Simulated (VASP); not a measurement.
**TaSi: single point with r2SCAN**

TaSi:

```xyz
2
Lattice="2.8879 0.0000 0.0000 0.0000 2.8879 0.0000 0.0000 0.0000 3.6718" Properties=species:S:1:pos:R:3 pbc="T T T"
Ta    1.4439    1.4439    1.8359
Si    0.0000    0.0000    0.0000
```

```json
{
  "Program": "VASP 6.6.1",
  "Task": "single point",
  "Functional": "r2SCAN",
  "Potentials or basis": "VASP PAW PBE potentials, release 64 (Ta_pv, Si)",
  "Cutoff": "520 eV",
  "k mesh": "14 × 14 × 12",
  "Occupations": "gaussian, width 0.1 eV",
  "Spin": "no spin polarisation",
  "Dipole correction": "no",
  "Further INCAR settings": "ALGO = Normal; EDIFF = 1e-06; NBANDS = 14"
}
```

```json
{"Pressure": "0.5 GPa", "Band gap on the k mesh": "zero (an odd number of electrons rules out a gap without spin polarisation)"}
```

Levels at points of the mesh, in eV from the Fermi level:
```csv
k point,band 3,band 4,band 5,band 6,band 7,band 8,band 9,band 10,band 11,band 12
"(0.00, 0.00, 0.00)",-35.48,-13.35,-4.24,-3.48,-1.52,2.29,2.29,4.12,4.12,4.54
"(0.50, 0.00, 0.00)",-35.41,-8.71,-8.15,-4.20,-2.19,0.38,3.24,4.34,5.82,6.54
"(0.50, 0.50, 0.00)",-35.80,-7.96,-3.63,-3.63,-2.78,-1.71,-1.71,2.42,3.10,6.74
"(0.00, 0.00, 0.50)",-35.48,-10.84,-8.70,-2.95,0.03,0.03,0.98,4.70,5.58,8.37
"(0.50, 0.00, 0.50)",-35.40,-9.60,-5.27,-3.93,-3.49,1.06,1.90,2.09,5.12,6.74
"(0.50, 0.50, 0.50)",-35.87,-6.09,-6.06,-6.06,-4.04,1.98,3.24,3.62,3.62,6.77
```

It took 6.1 min on 1 thread of Intel Xeon 8259CL (shared host), peak memory 0.24 GiB.

Caveat: the PAW data sets were made with another functional, which shifts forces and pressure a little; spin-orbit coupling is left out, which moves the levels of the heavy elements.
